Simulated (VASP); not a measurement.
A run of VASP 6.6.1:

The input POSCAR:

```
TaN
1.0
    0.0000000000      2.2113230000      2.2113230000
    2.2113230000      0.0000000000      2.2113230000
    2.2113230000      2.2113230000      0.0000000000
Ta N
1 1
Direct
    0.5000000000      0.5000000000      0.5000000000
    0.0000000000      0.0000000000      0.0000000000
```

INCAR.step1

```
SYSTEM = TaN
PREC = Accurate
ENCUT = 520
ISMEAR = -1
SIGMA = 0.05
LREAL = .False.
LASPH = .True.
NELM = 150
MAGMOM = 0 0 0 0 0 0
LSORBIT = .True.
GGA_COMPAT = .False.
LMAXMIX = 4
NBANDS = 28
GGA = PE
ALGO = Normal
EDIFF = 1E-4
LWAVE = .True.
LCHARG = .False.
```

INCAR.step2

```
SYSTEM = TaN
PREC = Accurate
ENCUT = 520
EDIFF = 1E-6
ISMEAR = -1
SIGMA = 0.05
LREAL = .False.
LASPH = .True.
NELM = 150
ALGO = Normal
ISIF = 2
LWAVE = .False.
LCHARG = .True.
MAGMOM = 0 0 0 0 0 0
LORBIT = 11
LSORBIT = .True.
GGA_COMPAT = .False.
LORBMOM = .True.
LMAXMIX = 4
METAGGA = R2SCAN
LMIXTAU = .True.
LVHAR = .True.
NBANDS = 28
ISTART = 1
```

KPOINTS

```
regular mesh
0
Gamma
  7 7 7
  0 0 0
```

Potentials or basis: VASP PAW PBE potentials, release 64 (Ta_pv, N).

Run with:

```console
$ cat potpaw_PBE.64/Ta_pv/POTCAR potpaw_PBE.64/N/POTCAR > POTCAR
$ cp INCAR.step1 INCAR
$ mpirun -np 1 vasp_ncl > vasp.out
$ cp INCAR.step2 INCAR
$ mpirun -np 1 vasp_ncl > vasp.out
```

Hardware: 1 thread of Intel(R) Xeon(R) Platinum 8259CL CPU @ 2.50GHz (Skylake/Cascade Lake), on a shared host.

Problem. How long does it take, and how much memory?

Solution. Wall time 2.4 min on 1 thread of Intel(R) Xeon(R) Platinum 8259CL CPU @ 2.50GHz (Skylake/Cascade Lake), on a shared host, peak memory 0.22 GiB. Counts: k points 20.
